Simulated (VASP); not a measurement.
**Ba2MgB2: single point with PBE**

The system is Ba2MgB2.

```
Ba Mg B
1.0
    -2.87722    2.87722    4.21552
     2.87722   -2.87722    4.21552
     2.87722    2.87722   -4.21552
Ba Mg B
2 1 2
Direct
  0.75000 0.25000 0.50000
  0.25000 0.75000 0.50000
  0.00000 0.00000 0.00000
  0.40746 0.40746 0.00000
  0.59254 0.59254 0.00000
```

- Program: VASP 6.6.1
- Task: single point
- Functional: PBE
- Potentials or basis: VASP PAW PBE potentials, release 64 (Ba_sv, Mg, B)
- Cutoff: 520 eV
- k mesh: 6 × 6 × 6
- Occupations: gaussian, width 0.1 eV
- Spin: no spin polarisation
- Dipole correction: no
- Further INCAR settings: ALGO = Fast; EDIFF = 1e-07; NBANDS = 22

The pressure is 0.3 GPa and the largest force is 0.034 eV/Å. The band gap on the k mesh is zero (band 14 reaches 2.65 eV, above the bottom of band 15 at 2.58 eV).

Forces on the atoms (eV/Å):
```
Ba   0.000  0.000  0.000
Ba   0.000  0.000  0.000
Mg   0.000  0.000  0.000
B    0.000  0.000  0.034
B    0.000  0.000 -0.034
```

Stress tensor (GPa, compression positive):
```
0.41 0.00 0.00
0.00 0.41 0.00
0.00 0.00 0.23
```

Levels at points of the mesh, in eV from the Fermi level:
| k point | band 10 | band 11 | band 12 | band 13 | band 14 | band 15 | band 16 | band 17 | band 18 | band 19 |
| --- | --- | --- | --- | --- | --- | --- | --- | --- | --- | --- |
| (0.00, 0.00, 0.00) | -3.55 | -3.19 | -2.03 | -2.03 | -0.82 | 0.36 | 1.79 | 1.79 | 2.23 | 2.70 |
| (0.50, 0.00, 0.00) | -3.52 | -2.24 | -1.36 | -1.32 | -0.59 | 0.23 | 0.34 | 1.67 | 1.87 | 2.26 |
| (0.50, 0.50, 0.00) | -2.61 | -2.58 | -2.45 | -1.12 | -0.15 | 0.04 | 0.99 | 1.23 | 1.24 | 1.74 |
| (0.50, 0.50, 0.50) | -3.90 | -3.00 | -0.98 | -0.98 | 0.06 | 0.82 | 1.06 | 1.45 | 1.45 | 1.87 |

Run time: 98 s on 1 thread of Intel(R) Xeon(R) 6975P-C (Granite Rapids), on a shared host, peak memory 0.37 GiB.

Caveat: spin-orbit coupling is left out, which moves the levels of the heavy elements.
